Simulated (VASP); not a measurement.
A run of VASP 6.6.1 is set up as follows.

POSCAR

```
BN
1.0
   -2.5439665234      0.0000000000      0.0000000000
   -1.2719832617     -2.2031396357      0.0000000000
    0.0000000000      0.0000000000     12.3232348039
B N
6 6
Direct
    0.6666666667      0.6666666667      0.2346942021
    0.6666666667      0.6666666667      0.5761422879
    0.6666666667      0.6666666667      0.9175903737
    0.3333333333      0.3333333333      0.0639701592
    0.3333333333      0.3333333333      0.4054182450
    0.3333333333      0.3333333333      0.7468663308
    0.6666666667      0.6666666667      0.1067880285
    0.6666666667      0.6666666667      0.4482361143
    0.6666666667      0.6666666667      0.7896842001
    0.3333333333      0.3333333333      0.9604082430
    0.3333333333      0.3333333333      0.2775120714
    0.3333333333      0.3333333333      0.6189601572
```

The input INCAR.step1:

```
SYSTEM = BN
ALGO = Normal
EDIFF = 1E-4
ENCUT = 520
GGA = PE
ISMEAR = 0
LASPH = .True.
LCHARG = .False.
LREAL = .False.
LWAVE = .True.
NBANDS = 36
NELM = 60
PREC = Accurate
SIGMA = 0.05
```

File INCAR.step2:

```
SYSTEM = BN
ALGO = Normal
EDIFF = 1E-6
ENCUT = 520
ISIF = 2
ISMEAR = 0
ISTART = 1
LASPH = .True.
LCHARG = .True.
LELF = .True.
LMIXTAU = .True.
LREAL = .False.
LVHAR = .True.
LWAVE = .False.
METAGGA = R2SCAN
NBANDS = 36
NELM = 60
PREC = Accurate
SIGMA = 0.05
```

Contents of KPOINTS:

```
k-points
0
Gamma
  10 10 2
  0 0 0
```

Potentials or basis: VASP PAW PBE potentials, release 64 (B, N).

Run with:

```bash
$ cat potpaw_PBE.64/B/POTCAR potpaw_PBE.64/N/POTCAR > POTCAR
$ cp INCAR.step1 INCAR
$ mpirun -np 1 vasp_std > vasp.out
$ cp INCAR.step2 INCAR
$ mpirun -np 1 vasp_std > vasp.out
```

Task: Estimate the band gap on the k mesh.

Result: 5.38 eV (least direct gap 7.99 eV).

Task: Estimate the pressure.

Result: 18.1 GPa.

Task: What does it give for the largest force?

Result: 12.679 eV/Å.

Forces on the atoms (eV/Å):
```
B     0.000   0.000  -0.290
B     0.000   0.000  -0.295
B     0.000   0.000  -1.938
B     0.000   0.000  11.824
B     0.000   0.000  -0.292
B     0.000   0.000  -0.326
N     0.000   0.000   2.782
N     0.000   0.000   0.292
N     0.000   0.000   0.327
N     0.000   0.000 -12.679
N     0.000   0.000   0.302
N     0.000   0.000   0.294
```

Caveat: the cell differs from its parent crystal (the distance across one plane changed); the stress differs along the axes, from 3 to 48 GPa; the PAW data sets were made with another functional, which shifts forces and pressure a little. A k mesh can miss the band edges.
